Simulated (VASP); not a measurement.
**MoS2: single point with PBE+U**

Crystal: MoS2.

```xyz
6
Lattice="3.1610 0.0000 0.0000 -1.5805 2.7375 0.0000 0.0000 0.0000 12.2950" Properties=species:S:1:pos:R:3 pbc="T T T"
Mo    0.0000    1.8250    3.0737
Mo    1.5805    0.9125    9.2212
S     0.0000    1.8250    7.7151
S     1.5805    0.9125    1.5676
S     0.0000    1.8250   10.7274
S     1.5805    0.9125    4.5799
```

| Item | Value |
| --- | --- |
| Program | VASP 6.6.1 |
| Task | single point |
| Functional | PBE |
| Potentials or basis | VASP PAW PBE potentials, release 64 (Mo_sv, S) |
| Cutoff | 520 eV |
| k mesh | 7 × 7 × 2 |
| Occupations | gaussian, width 0.05 eV |
| Spin | collinear spin, zero start |
| Starting moments | [0.0, 0.0, 0.0, 0.0, 0.0, 0.0] μB |
| Fixed moment | 0 μB |
| Hubbard terms | Mo d U = 4.0 eV |

```yaml
Pressure: 11.2 GPa
Largest_force: 1.479 eV/Å
Net_moment: 0.00 μB per cell
Valence_electrons_inside_the_program's_atomic_spheres: Mo 12.50; S 3.74
```

Forces on the atoms (eV/Å):
```
Mo   0.000  0.000  0.000
Mo   0.000  0.000  0.000
S    0.000  0.000 -1.479
S    0.000  0.000 -1.479
S    0.000  0.000  1.479
S    0.000  0.000  1.479
```

Stress tensor (GPa, compression positive):
```
 8.97  0.00  0.00
 0.00  8.97  0.00
 0.00  0.00 15.70
```

Eigenvalues of the final occupation matrices:
```csv
site,spin,trace,eigenvalues
site 1 d,1,2.00,0.39 0.39 0.39 0.39 0.43
site 1 d,2,2.00,0.39 0.39 0.39 0.39 0.43
site 2 d,1,2.00,0.39 0.39 0.39 0.39 0.43
site 2 d,2,2.00,0.39 0.39 0.39 0.39 0.43
```

Wall time 100 s on 1 thread of Intel(R) Xeon(R) Platinum 8259CL CPU @ 2.50GHz (Skylake/Cascade Lake), with other jobs on the host, peak memory 0.31 GiB.

Caveat: the stress differs along the axes, from 9 to 16 GPa; this functional lacks dispersion, which binds layers or chains, so the pressure and a relaxed spacing across them are unreliable; the total moment is fixed, so each spin has its own Fermi level; forces of over 1 eV/Å act on the atoms, so gaps and moduli don't describe the material at rest.
